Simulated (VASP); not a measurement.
# BN (P6_3/mmc) in VASP: a series of runs

Runs on BN. Level: PBEsol. Tasks: electric field gradients.

Program: VASP 6.6.1. These are calculated values, not measurements. Logs are shortened: lines on timing, memory, paths and dates and some standing lists are left out, and cuts for length are marked.

### 1 The cell of the first run

It takes space group P6_3/mmc (No. 194, hexagonal). The conventional cell has a = 2.512 Å, b = 2.512 Å, c = 6.683 Å, α = 90.00°, β = 90.00°, γ = 120.00°. Within 1.9 Å of B (site symmetry -6m2) lie 3 N at 1.45 Å. N (site symmetry -6m2) has 3 B at 1.45 Å within 1.9 Å.

### 2 Electric field gradients, PBEsol (volume scaled by 1.01)

INCAR

```
SYSTEM = BN
  PREC = Accurate
  ENCUT = 520
  EDIFF = 1E-8
  ISMEAR = -1
  SIGMA = 0.02
  LREAL = .False.
  LASPH = .True.
  NELM = 60
  ALGO = Normal
  ISIF = 2
  LWAVE = .False.
  LCHARG = .False.
  GGA = PS
  LEFG = .True.
  NBANDS = 16
```

KPOINTS

```
Automatic mesh
0
Gamma
  11 11 4
  0 0 0
```

POSCAR

```
BN
1.0
    2.5123106747      0.0000000000      0.0000000000
   -1.2561553374      2.1757248665      0.0000000000
    0.0000000000      0.0000000000      6.6833303951
B N
2 2
Direct
    0.3333333333      0.6666666667      0.2500000000
    0.6666666667      0.3333333333      0.7500000000
    0.3333333333      0.6666666667      0.7500000000
    0.6666666667      0.3333333333      0.2500000000
```

Potentials or basis: VASP PAW PBE potentials, release 64 (B, N).

Run with:

```sh
> cat potpaw_PBE.64/B/POTCAR potpaw_PBE.64/N/POTCAR > POTCAR
> mpirun -np 1 vasp_std > vasp.out
```

OUTCAR:

```text
SYSTEM = BN
   PREC = Accurate
   ENCUT = 520
   EDIFF = 1E-8
   ISMEAR = -1
   LREAL = .False.
   LASPH = .True.
   NELM = 60
   ISIF = 2
   GGA = PS

 ion  position               nearest neighbor table
   1  0.333  0.667  0.250-   4 1.45   4 1.45   4 1.45
   2  0.667  0.333  0.750-   3 1.45   3 1.45   3 1.45
   3  0.333  0.667  0.750-   2 1.45   2 1.45   2 1.45
   4  0.667  0.333  0.250-   1 1.45   1 1.45   1 1.45

  LATTYP: Found a hexagonal cell.
 ALAT       =     2.5123106747
 C/A-ratio  =     2.6602324555

  Lattice vectors:

 A1 = (   2.5123106747,   0.0000000000,   0.0000000000)
 A2 = (  -1.2561553374,   2.1757248665,   0.0000000000)
 A3 = (   0.0000000000,   0.0000000000,   6.6833303951)

Analysis of symmetry for initial positions (statically):
=====================================================================
 Subroutine PRICEL returns:
 Original cell was already a primitive cell.

 Routine SETGRP: Setting up the symmetry group for a
 hexagonal supercell.

 Subroutine GETGRP returns: Found 24 space group operations
 (whereof 12 operations were pure point group operations)
 out of a pool of 24 trial point group operations.

The static configuration has the point symmetry D_3d.
 The point group associated with its full space group is D_6h.

Analysis of symmetry for dynamics (positions and initial velocities):
=====================================================================
 Subroutine PRICEL returns:
 Original cell was already a primitive cell.

 Routine SETGRP: Setting up the symmetry group for a
 hexagonal supercell.

 Subroutine GETGRP returns: Found 24 space group operations
 (whereof 12 operations were pure point group operations)
 out of a pool of 24 trial point group operations.

The dynamic configuration has the point symmetry D_3d.
 The point group associated with its full space group is D_6h.

 Subroutine INISYM returns: Found 24 space group operations
 (whereof 12 operations are pure point group operations),
 and found     1 'primitive' translations

----------------------------------------------------------------------------------------

                                     Primitive cell

  volume of cell :      36.5317

  direct lattice vectors                    reciprocal lattice vectors
     2.512310675  0.000000000  0.000000000     0.398039944  0.229808469  0.000000000
    -1.256155337  2.175724866  0.000000000     0.000000000  0.459616938  0.000000000
     0.000000000  0.000000000  6.683330395     0.000000000  0.000000000  0.149626001

  length of vectors
     2.512310675  2.512310675  6.683330395     0.459616938  0.459616938  0.149626001

  position of ions in fractional coordinates (direct lattice)
     0.333333333  0.666666667  0.250000000
     0.666666667  0.333333333  0.750000000
     0.333333333  0.666666667  0.750000000
     0.666666667  0.333333333  0.250000000

  ion indices of the primitive-cell ions
   primitive index   ion index
                 1           1
                 2           2
                 3           3
                 4           4

----------------------------------------------------------------------------------------

 KPOINTS: Automatic mesh

Automatic generation of k-mesh.
 Grid dimensions read from file:
 generate k-points for:   11   11    4

 Generating k-lattice:

  Cartesian coordinates                     Fractional coordinates (reciprocal lattice)
     0.036185449  0.020891679  0.000000000     0.090909091  0.000000000  0.000000000
     0.000000000  0.041783358  0.000000000     0.000000000  0.090909091  0.000000000
     0.000000000  0.000000000  0.037406500     0.000000000  0.000000000  0.250000000

  Length of vectors
[... 41 lines left out ...]
   dimension x,y,z NGXF=    40 NGYF=   40 NGZF=  100
   ions per type =               2   2
   NGX,Y,Z   is equivalent  to a cutoff of  13.23, 13.23, 12.44 a.u.
   NGXF,Y,Z  is equivalent  to a cutoff of  26.47, 26.47, 24.87 a.u.
 SYSTEM =  BN
   PREC   = accura    normal or accurate (medium, high low for compatibility)
   ISTART =      0    job   : 0-new  1-cont  2-samecut
   ICHARG =      2    charge: 1-file 2-atom 10-const
   ISPIN  =      1    spin polarized calculation?
   LNONCOLLINEAR =      F non collinear calculations
   LSORBIT =      F    spin-orbit coupling
   LASPH  =      T    aspherical Exc in radial PAW
   ENCUT  =  520.0 eV  38.22 Ry    6.18 a.u.   4.67  4.67 12.43*2*pi/ulx,y,z
   NELM   =     60;   NELMIN=  2; NELMDL= -5     # of ELM steps
   EDIFF  = 0.1E-07   stopping-criterion for ELM
   LREAL  =      F    real-space projection
   EDIFFG = 0.1E-06   stopping-criterion for IOM
   NSW    =      0    number of steps for IOM
   IBRION =     -1    ionic relax: 0-MD 1-quasi-New 2-CG
   NFREE  =      0    steps in history (QN), initial steepest desc. (CG)
   ISIF   =      2    stress and relaxation
   ISYM   =      2    0-nonsym 1-usesym 2-fastsym
   POTIM  = 0.5000    time-step for ionic-motion
   TEBEG  =    0.0;   TEEND  =   0.0 temperature during run
   PSTRESS=    0.0 pullay stress
   NELECT =      16.0000    total number of electrons
   NUPDOWN=      -1.0000    fix difference up-down
   EMIN   =  10.00;   EMAX   =-10.00  energy-range for DOS
   EFERMI =   0.00;   METHOD = LEGACY
   ISMEAR =    -1;   SIGMA  =   0.02  broadening in eV -4-tet -1-fermi 0-gaus
   EFERMI_NEDOS =   21; number of points for ismear=-14 and -15
   IALGO  =     38    algorithm
   IMIX   =      4    mixing-type and parameters
     AMIX     =   0.40;   BMIX     =  1.00
     AMIX_MAG =   1.60;   BMIX_MAG =  1.00
  volume/ion in A,a.u.               =       9.13        61.63
  Fermi-wavevector in a.u.,A,eV,Ry     =   1.243249  2.349400 21.030087  1.545668
  Thomas-Fermi vector in A             =   2.377568
   LORBIT       =      0    0 simple, 1 ext, 2 COOP (PROOUT), +10 PAW based schemes
   GGA     = PS    functional components
   LHFCALC =     F    Hartree Fock is set to
   AEXX    =    0.0000 exact exchange contribution
   IVDW    =     0    specifies the selected vdW correction
   LEPSILON=     F    determine dielectric tensor
   LRPA    =     F    only Hartree local field effects (RPA)
 non-spin polarized calculation
  energy-cutoff  :      520.00
  volume of cell :       36.53
 maximum number of plane-waves:       997
 NGX is ok and might be reduce to    20
   NGX =  9   NGY =  9   NGZ = 25

 number of electron      15.9999999 magnetization

 Free energy of the ion-electron system (eV)
  ---------------------------------------------------
  ext. energy  EPLUGINS =         0.00000000
  ---------------------------------------------------
  free energy    TOTEN  =       -36.56526933 eV

  energy without entropy =      -36.56526933  energy(sigma->0) =      -36.56526933

 E-fermi :   2.6475     XC(G=0): -10.2394

 val. band max:        2.1240543365   @ k =   0.3636   0.2727   0.0000
 cond. band min:       6.3427451924   @ k =   0.4545   0.0909   0.0000
 fundamental gap:      4.2186908558
 Fermi energy:         2.6474689130

 k-point     1 :       0.0000    0.0000    0.0000
  band No.  band energies     occupation
      1     -15.5993      2.00000
      2     -15.3091      2.00000
      3      -4.1199      2.00000
      4      -1.9996      2.00000
      5       0.7781      2.00000
      6       0.7781      2.00000
[... 433 lines left out ...]
      3      -2.6252      2.00000
      4      -2.5661      2.00000
      5      -2.3201      2.00000
      6      -1.0433      2.00000
[... 8 lines left out ...]
     15      16.8228      0.00000
     16      16.8423      0.00000

 [... further k-points ...]

------------------------ aborting loop because EDIFF is reached ----------------------------------------

  FORCE on cell =-STRESS in cart. coord.  units (eV):
  Direction    XX          YY          ZZ          XY          YZ          ZX
  --------------------------------------------------------------------------------------
  -------------------------------------------------------------------------------------
  Total       -0.6336572     -0.6336572      0.1382245      0.0000000      0.0000000      0.0000000
  in kB      -27.7903928    -27.7903928      6.0621325      0.0000000      0.0000000      0.0000000
  external PRESSURE =     -16.5062177 kB  Pullay stress =       0.0000000 kB

 VOLUME and BASIS-vectors are now :
 -----------------------------------------------------------------------------
  energy-cutoff  :      520.00
  volume of cell :       36.53
      direct lattice vectors                 reciprocal lattice vectors
     2.512310675  0.000000000  0.000000000     0.398039944  0.229808469  0.000000000
    -1.256155337  2.175724866  0.000000000     0.000000000  0.459616938  0.000000000
     0.000000000  0.000000000  6.683330395     0.000000000  0.000000000  0.149626001

 POSITION                                       TOTAL-FORCE (eV/Angst)
 -----------------------------------------------------------------------------------
     -0.00000      1.45048      1.67083         0.000000     -0.000000      0.000000
      1.25616      0.72524      5.01250        -0.000000      0.000000      0.000000
     -0.00000      1.45048      5.01250        -0.000000      0.000000      0.000000
      1.25616      0.72524      1.67083         0.000000     -0.000000      0.000000
 -----------------------------------------------------------------------------------
    total drift:                               -0.000000      0.000000      0.000000

  FREE ENERGIE OF THE ION-ELECTRON SYSTEM (eV)
  ---------------------------------------------------
  free  energy   TOTEN  =       -36.5652693295 eV

  energy  without entropy=      -36.5652693295  energy(sigma->0) =      -36.56526933

 Electric field gradients (V/A^2)
---------------------------------------------------------------------
 ion       V_xx      V_yy      V_zz      V_xy      V_xz      V_yz
---------------------------------------------------------------------
   1     -17.215   -17.215    34.431     0.000    -0.000     0.000
   2     -17.215   -17.215    34.431     0.000     0.000    -0.000
   3      -1.563    -1.564     3.127    -0.001    -0.000     0.000
   4      -1.563    -1.564     3.127    -0.001     0.000    -0.000
---------------------------------------------------------------------

 Electric field gradients after diagonalization (V/A^2)
 (convention: |V_zz| > |V_xx| > |V_yy|)
----------------------------------------------------------------------
 ion       V_xx      V_yy      V_zz     asymmetry (V_yy - V_xx)/ V_zz
----------------------------------------------------------------------
   1     -17.215   -17.215    34.431       0.000
   2     -17.215   -17.215    34.431       0.000
   3      -1.565    -1.563     3.127       0.001
   4      -1.565    -1.563     3.127       0.001
----------------------------------------------------------------------

           NMR quadrupolar parameters

 Cq : quadrupolar parameter    Cq=e*Q*V_zz/h
 eta: asymmetry parameters     (V_yy - V_xx)/ V_zz
 Q  : nuclear electric quadrupole moment in mb (millibarn)
----------------------------------------------------------------------
 ion       Cq(MHz)       eta       Q (mb)
----------------------------------------------------------------------
   1       0.083       0.000       1.000
   2       0.083       0.000       1.000
   3       0.008       0.001       1.000
   4       0.008       0.001       1.000
----------------------------------------------------------------------
```

Wall time 23 s (1 thread of Intel Xeon Platinum 8259CL at 2.50GHz (Skylake/Cascade Lake), shared host); peak memory 0.15 GiB.

What came out:

```yaml
Free_energy: -36.5653 eV
Pressure: -1.7 GPa
Band_gap_on_the_k_mesh: 4.22 eV, indirect (least direct gap 4.58 eV)
```

Stress tensor (GPa, compression positive):
```
-2.78  0.00  0.00
 0.00 -2.78  0.00
 0.00  0.00  0.61
```

Electric field gradients, principal values (V/Å²):
```csv
atom,least,middle,greatest (by size)
1 B,-17.215,-17.215,34.431
2 B,-17.215,-17.215,34.431
3 N,-1.563,-1.565,3.127
4 N,-1.563,-1.565,3.127
```

Caveat: without QUAD_EFG the Cq values of the log hold for a quadrupole moment of 1 mb, not for the nuclei; the PAW data sets were made with another functional, which shifts forces and pressure a little; this functional lacks dispersion, which binds the layers, so the pressure and a relaxed spacing across them are unreliable. A k mesh can miss the band edges.

### 3 Electric field gradients, PBEsol (volume scaled by 1.01)

INCAR

```
PREC = Accurate ; ENCUT = 520
EDIFF = 1E-8 ; ISMEAR = -1
SIGMA = 0.02 ; LREAL = F
LASPH = T ; NELM = 80
ALGO = Normal ; ISIF = 2
LWAVE = F ; LCHARG = F
GGA = PS ; LEFG = T
NBANDS = 16
```

KPOINTS

```
regular mesh
0
Gamma
  11 11 4
```

POSCAR is that of step 2.

Potentials or basis: VASP PAW PBE potentials, release 64 (B, N).

Run with:

```sh
> cat potpaw_PBE.64/B/POTCAR potpaw_PBE.64/N/POTCAR > POTCAR
> mpirun -np 1 vasp_std > vasp.out
```

OUTCAR:

```text
PREC = Accurate
   ENCUT = 520
   EDIFF = 1E-8
   ISMEAR = -1
   LREAL = F
   LASPH = T
   NELM = 80
   ISIF = 2
   GGA = PS

 ion  position               nearest neighbor table
   1  0.333  0.667  0.250-   4 1.45   4 1.45   4 1.45
   2  0.667  0.333  0.750-   3 1.45   3 1.45   3 1.45
   3  0.333  0.667  0.750-   2 1.45   2 1.45   2 1.45
   4  0.667  0.333  0.250-   1 1.45   1 1.45   1 1.45

  LATTYP: Found a hexagonal cell.
 ALAT       =     2.5123106747
 C/A-ratio  =     2.6602324555

  Lattice vectors:

 A1 = (   2.5123106747,   0.0000000000,   0.0000000000)
 A2 = (  -1.2561553374,   2.1757248665,   0.0000000000)
 A3 = (   0.0000000000,   0.0000000000,   6.6833303951)

Analysis of symmetry for initial positions (statically):
=====================================================================
 Subroutine PRICEL returns:
 Original cell was already a primitive cell.

 Routine SETGRP: Setting up the symmetry group for a
 hexagonal supercell.

 Subroutine GETGRP returns: Found 24 space group operations
 (whereof 12 operations were pure point group operations)
 out of a pool of 24 trial point group operations.

The static configuration has the point symmetry D_3d.
 The point group associated with its full space group is D_6h.

Analysis of symmetry for dynamics (positions and initial velocities):
=====================================================================
 Subroutine PRICEL returns:
 Original cell was already a primitive cell.
[... 172 lines left out ...]
      3      -4.1199      2.00000
      4      -1.9996      2.00000
      5       0.7781      2.00000
      6       0.7781      2.00000
[... 433 lines left out ...]
      3      -2.6252      2.00000
      4      -2.5661      2.00000
      5      -2.3201      2.00000
      6      -1.0433      2.00000
[... 8 lines left out ...]
     15      16.8228      0.00000
     16      16.8423      0.00000

 [... further k-points ...]
[... 5 lines left out ...]
  --------------------------------------------------------------------------------------
  -------------------------------------------------------------------------------------
  Total       -0.6336572     -0.6336572      0.1382245      0.0000000      0.0000000      0.0000000
  in kB      -27.7903928    -27.7903928      6.0621325      0.0000000      0.0000000      0.0000000
  external PRESSURE =     -16.5062177 kB  Pullay stress =       0.0000000 kB

 VOLUME and BASIS-vectors are now :
 -----------------------------------------------------------------------------
  energy-cutoff  :      520.00
  volume of cell :       36.53
      direct lattice vectors                 reciprocal lattice vectors
     2.512310675  0.000000000  0.000000000     0.398039944  0.229808469  0.000000000
    -1.256155337  2.175724866  0.000000000     0.000000000  0.459616938  0.000000000
     0.000000000  0.000000000  6.683330395     0.000000000  0.000000000  0.149626001

 POSITION                                       TOTAL-FORCE (eV/Angst)
 -----------------------------------------------------------------------------------
     -0.00000      1.45048      1.67083         0.000000     -0.000000      0.000000
      1.25616      0.72524      5.01250        -0.000000      0.000000      0.000000
     -0.00000      1.45048      5.01250        -0.000000      0.000000      0.000000
      1.25616      0.72524      1.67083         0.000000     -0.000000      0.000000
 -----------------------------------------------------------------------------------
    total drift:                               -0.000000      0.000000      0.000000

  FREE ENERGIE OF THE ION-ELECTRON SYSTEM (eV)
  ---------------------------------------------------
  free  energy   TOTEN  =       -36.5652693295 eV

  energy  without entropy=      -36.5652693295  energy(sigma->0) =      -36.56526933

 Electric field gradients (V/A^2)
---------------------------------------------------------------------
 ion       V_xx      V_yy      V_zz      V_xy      V_xz      V_yz
---------------------------------------------------------------------
   1     -17.215   -17.215    34.431     0.000    -0.000     0.000
   2     -17.215   -17.215    34.431     0.000     0.000    -0.000
   3      -1.563    -1.564     3.127    -0.001    -0.000     0.000
   4      -1.563    -1.564     3.127    -0.001     0.000    -0.000
---------------------------------------------------------------------

 Electric field gradients after diagonalization (V/A^2)
 (convention: |V_zz| > |V_xx| > |V_yy|)
----------------------------------------------------------------------
 ion       V_xx      V_yy      V_zz     asymmetry (V_yy - V_xx)/ V_zz
----------------------------------------------------------------------
   1     -17.215   -17.215    34.431       0.000
   2     -17.215   -17.215    34.431       0.000
   3      -1.565    -1.563     3.127       0.001
   4      -1.565    -1.563     3.127       0.001
----------------------------------------------------------------------

           NMR quadrupolar parameters

 Cq : quadrupolar parameter    Cq=e*Q*V_zz/h
 eta: asymmetry parameters     (V_yy - V_xx)/ V_zz
 Q  : nuclear electric quadrupole moment in mb (millibarn)
----------------------------------------------------------------------
 ion       Cq(MHz)       eta       Q (mb)
----------------------------------------------------------------------
   1       0.083       0.000       1.000
   2       0.083       0.000       1.000
   3       0.008       0.001       1.000
   4       0.008       0.001       1.000
----------------------------------------------------------------------
```

Run time: 23 s. Hardware: 1 thread of Intel Xeon Platinum 8259CL at 2.50GHz (Skylake/Cascade Lake), shared host; peak memory 0.15 GiB.

Results:

| Quantity | Value |
| --- | --- |
| Free energy | -36.5653 eV |
| Pressure | -1.7 GPa |
| Band gap on the k mesh | 4.22 eV, indirect (least direct gap 4.58 eV) |

Stress tensor (GPa, compression positive):
```
-2.78  0.00  0.00
 0.00 -2.78  0.00
 0.00  0.00  0.61
```

Levels at points of the mesh, in eV from the valence-band top:
| k point | band 6 | band 7 | band 8 | band 9 | band 10 | band 11 |
| --- | --- | --- | --- | --- | --- | --- |
| (0.00, 0.00, 0.00) | -1.35 | -1.31 | -1.31 | 4.99 | 10.04 | 11.40 |
| (0.00, 0.00, 0.50) | -1.33 | -1.33 | -1.33 | 7.35 | 7.35 | 11.46 |

Electric field gradients, principal values (V/Å²):
| atom | least | middle | greatest (by size) |
| --- | --- | --- | --- |
| 1 B | -17.215 | -17.215 | 34.431 |
| 2 B | -17.215 | -17.215 | 34.431 |
| 3 N | -1.563 | -1.565 | 3.127 |
| 4 N | -1.563 | -1.565 | 3.127 |

Caveat: without QUAD_EFG the Cq values of the log hold for a quadrupole moment of 1 mb, not for the nuclei; the PAW data sets were made with another functional, which shifts forces and pressure a little; this functional lacks dispersion, which binds the layers, so the pressure and a relaxed spacing across them are unreliable.

[end of part 1 of 2]
